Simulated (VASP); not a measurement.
Runs of VASP 6.6.1 on V. The structure is that of space group P6_3/mmc (No. 194), or close to it. The cells are those of the table. This isn't the form of V at room conditions, which is bcc.

```tsv
cell	gap on the mesh (eV)	pressure (GPa)
a = 2.685, b = 2.685, c = 9.407 Å, angles 90.0, 90.0, 120.0°, 4 atoms	none	-5.8
a = 2.577, b = 2.577, c = 9.030 Å, angles 90.0, 90.0, 120.0°, 4 atoms	none	(b)
a = 2.540, b = 2.540, c = 8.897 Å, angles 90.0, 90.0, 120.0°, 4 atoms	none	27.5
a = 2.614, b = 2.614, c = 9.159 Å, angles 90.0, 90.0, 120.0°, 4 atoms	none	7.6
a = 2.650, b = 2.650, c = 9.284 Å, angles 90.0, 90.0, 120.0°, 4 atoms	none	(a)
a = 2.719, b = 2.719, c = 9.526 Å, angles 90.0, 90.0, 120.0°, 4 atoms	none	-10.8
```

Alike in all rows: task single point; level revPBE; potentials or basis VASP PAW PBE potentials, release 64 (V_sv); no spin polarisation; k mesh 15 × 15 × 4; cutoff (eV) 520; smearing fermi-dirac 0.1 eV.

Question: Fill in the values left out.

Answer: (a) 0.3; (b) 16.6.

Caveats: the PAW data sets were made with another functional, which shifts forces and pressure a little; the cell stands under pressure (at least some runs); the cell stands under tension (at least some runs).

A gap of «none» marks levels without a gap at the run's occupations.
